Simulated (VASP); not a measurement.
TeRu: single point with PBEsol

Crystal: TeRu.

```
Ru Te
1.0
     0.00000    2.92634    2.92634
     2.92634    0.00000    2.92634
     2.92634    2.92634    0.00000
Ru Te
1 1
Direct
  0.00000 0.00000 0.00000
  0.25000 0.25000 0.25000
```

```yaml
Program: VASP 6.6.1
Task: single point
Functional: PBEsol
Potentials_or_basis: VASP PAW PBE potentials, release 64 (Ru_pv, Te)
Cutoff: 520 eV
k_mesh: 8 × 8 × 8
Occupations: gaussian, width 0.05 eV
Spin: no spin polarisation
Dipole_correction: no
Further_INCAR_settings: ALGO = Normal; EDIFF = 1e-07; NBANDS = 17
```

| Property | Result |
| --- | --- |
| Pressure | -2.2 GPa |
| Band gap on the k mesh | zero (bands 10 and 11 overlap by 3.28 eV) |

Levels at points of the mesh, in eV from the Fermi level:
```
           k point  band 6  band 7  band 8  band 9  band 10  band 11  band 12  band 13  band 14  band 15
(0.00, 0.00, 0.00)   -4.26   -4.26   -1.46   -1.46     2.90     3.75     3.75     3.75     6.45     6.45
(0.50, 0.00, 0.00)   -3.94   -3.94   -1.33   -1.33    -1.12     1.75     1.75     4.12     7.54     7.54
(0.50, 0.50, 0.00)   -3.27   -3.27   -1.85   -1.12    -0.86    -0.35    -0.35     4.88     5.51    11.27
```

Wall time 11 s on 1 thread of AMD EPYC 9R45 96-Core Processor (Zen 5), with other jobs on the host, peak memory 0.16 GiB.

Caveat: the PAW data sets were made with another functional, which shifts forces and pressure a little; spin-orbit coupling is left out, which moves the levels of the heavy elements.
